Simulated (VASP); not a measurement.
Set up this calculation in VASP 6.6.1, as the native input.

- Task: single point
- Functional: PBE
- Potentials or basis: VASP PAW PBE potentials, release 64 (Mg, O)
- Cutoff: 520 eV
- k mesh: 6 × 6 × 6
- Occupations: gaussian, width 0.05 eV
- Spin: no spin polarisation
- Dipole correction: no
- Further INCAR settings: ALGO = Normal; EDIFF = 1e-07; NBANDS = 16

The structure of MgO lies in POSCAR:

```
MgO
1.0
    3.5909691986      0.0000000000      0.0000000000
   -1.7954845993      3.1098705502      0.0000000000
    0.0000000000      0.0000000000      4.2407118383
Mg O
2 2
Direct
    0.6666666667      0.3333333333      0.7500000000
    0.3333333333      0.6666666667      0.2500000000
    0.6666666667      0.3333333333      0.2500000000
    0.3333333333      0.6666666667      0.7500000000
```

This cell differs from its parent crystal: strain +0.030 along x and y, +0.015 along z.

One way to write it, as run:

INCAR

```
SYSTEM = MgO
PREC = Accurate
ENCUT = 520
EDIFF = 1E-7
ISMEAR = 0
SIGMA = 0.05
LREAL = .FALSE.
LASPH = .TRUE.
NELM = 60
ALGO = Normal
ISIF = 2
LWAVE = .FALSE.
LCHARG = .FALSE.
GGA = PE
NBANDS = 16
```

KPOINTS

```
regular mesh
0
G
  6 6 6
  0 0 0
```

Potentials or basis: VASP PAW PBE potentials, release 64 (Mg, O).

Run with:

```bash
$ cat potpaw_PBE.64/Mg/POTCAR potpaw_PBE.64/O/POTCAR > POTCAR
$ mpirun -np 1 vasp_std > vasp.out
```

It gave:

```json
{
 "Pressure": "-4.9 GPa",
 "Band gap on the k mesh": "3.09 eV, direct"
}
```

Caveat: the cell differs from its parent crystal (strain +0.030 along x and y, +0.015 along z).

It took 8.9 s on 1 thread of Intel(R) Xeon(R) 6975P-C (Granite Rapids), with other jobs on the host, peak memory 0.16 GiB.
